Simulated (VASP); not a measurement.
ZnO (CsCl type), 2 atoms in the cell. Symmetry: Pm-3m, No. 221, cubic system. Conventional cell: a = 2.384 Å, b = 2.384 Å, c = 2.384 Å, α = 90.00°, β = 90.00°, γ = 90.00°. Zn (site symmetry m-3m) has 8 O at 2.06 Å and 6 Zn at 2.38 Å within 2.7 Å. O (site symmetry m-3m) has 8 Zn at 2.06 Å and 6 O at 2.38 Å within 2.7 Å. 

* Program: VASP 6.6.1
* Task: single point
* Functional: PBE
* Potentials or basis: VASP PAW PBE potentials, release 64 (Zn, O)
* Cutoff: 520 eV
* k mesh: 16 × 16 × 16
* Occupations: fermi-dirac, width 0.1 eV
* Spin: no spin polarisation
* Dipole correction: no
* Further INCAR settings: ALGO = Normal; EDIFF = 1e-06; NBANDS = 16

Potentials or basis: VASP PAW PBE potentials, release 64 (Zn, O).

Launch:

```console
$ cat potpaw_PBE.64/Zn/POTCAR potpaw_PBE.64/O/POTCAR > POTCAR
$ mpirun -np 1 vasp_std > vasp.out
```

Hardware: 1 thread of Intel Xeon 8259CL (shared host).

Task: How long does it take, and how much memory?

Result: Wall time 34 s on 1 thread of Intel Xeon 8259CL (shared host), peak memory 0.15 GiB. Counts: scf iterations 12, k points 165.
